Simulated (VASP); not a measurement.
A run of VASP 6.6.1:

INCAR

```
PREC = Accurate
ENCUT = 520
EDIFF = 1E-6
ISMEAR = -1
SIGMA = 0.05
LREAL = F
LASPH = T
NELM = 80
ALGO = Normal
ISIF = 2
LWAVE = F
LCHARG = F
GGA = CA
NBANDS = 18
```

File KPOINTS:

```
regular mesh
0
Gamma
  6 6 4
```

File POSCAR:

```
Sb
1.0
    4.6165009761      0.0000000000      0.0000000000
    0.0000000000      4.5078102492      0.0000000000
   -1.3464181047      0.0000000000      6.4891708272
Sb
4
Direct
    0.3399300000      0.2500000000      0.6836700000
    0.9366380000      0.7500000000      0.7627580000
    0.0633620000      0.2500000000      0.2372420000
    0.6600700000      0.7500000000      0.3163300000
```

Potentials or basis: VASP PAW LDA potentials, release 64 (Sb).

Run with:

```sh
$ cat potpaw_LDA.64/Sb/POTCAR > POTCAR
$ mpirun -np 1 vasp_std > vasp.out
```

Hardware: 1 thread of Intel(R) Xeon(R) 6975P-C (Granite Rapids), on a shared host.

**Question.** How long does it take, and how much memory?

**Answer.** Wall time 31 s on 1 thread of Intel(R) Xeon(R) 6975P-C (Granite Rapids), with other jobs on the host, peak memory 0.24 GiB. Counts: scf iterations 11, k points 56.
